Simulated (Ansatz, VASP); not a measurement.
# TlZn in VASP and in Ansatz

Contents of INCAR:

```
ALGO = Fast
EDIFF = 1E-6
ENCUT = 520
GGA = PE
ISIF = 2
ISMEAR = 0
LASPH = T
LCHARG = F
LREAL = F
LWAVE = F
NBANDS = 20
NELM = 80
PREC = Accurate
SIGMA = 0.1
```

KPOINTS

```
k-points
0
Gamma
  6 6 4
```

Contents of POSCAR:

```
TlZn
1.0
    3.0782490300      0.0000000000      0.0000000000
   -1.5391245200      2.6658418600      0.0000000000
    0.0000000000      0.0000000000      5.3833440300
Zn Tl
1 1
Direct
    0.3333333300      0.6666666700      0.5000000000
    0.0000000000      0.0000000000      0.0000000000
```

Input for Ansatz:

```yaml
crystal:
  lattice:
    - [3.07824903, 0.0, 0.0]
    - [-1.53912452, 2.66584186, 0.0]
    - [0.0, 0.0, 5.38334403]
  atoms:
    - { symbol: Zn, position: [0.33333333, 0.66666667, 0.5] }
    - { symbol: Tl, position: [0.0, 0.0, 0.0] }
basis:
  ecutwfc: 420
kpoints:
  mp_grid: { grid: [6, 6, 4] }
hamiltonian:
  xc: pbe
scf:
  occupations: { method: gaussian, width: 0.1 }
  lower_state_search: "off"
output:
  forces: true
  stress: true
  eigenvalues: true
```

Alike in both runs: task single point; functional PBE; k mesh 6 × 6 × 4; occupations gaussian, width 0.1 eV; no spin polarisation.

|  | VASP | Ansatz |
| --- | --- | --- |
| version | VASP 6.6.1 | Ansatz 0.2.0 |
| potentials or method | VASP PAW PBE potentials, release 64 (Zn, Tl_d), cutoff 520 eV | scalar-relativistic, plane waves, PAW |
| valence electrons in the cell | 25 | 25 |

|  | VASP | Ansatz | Ansatz less VASP |
| --- | --- | --- | --- |
| gap on the k mesh at the Fermi level (eV) | none | none | - |
| pressure (GPa) | 5.6 | 5.6 | +0.02 |
| traceless stress, the component that is largest in VASP (GPa) | -9.42 | -9.44 | -0.020 |

A gap of «none» marks a metal or a gap that the smearing closes. With one functional, cell and mesh, what is left measures potentials, basis and numerics.

The k mesh is coarse, so the values compare programs but aren't converged. Spin-orbit coupling is off throughout.
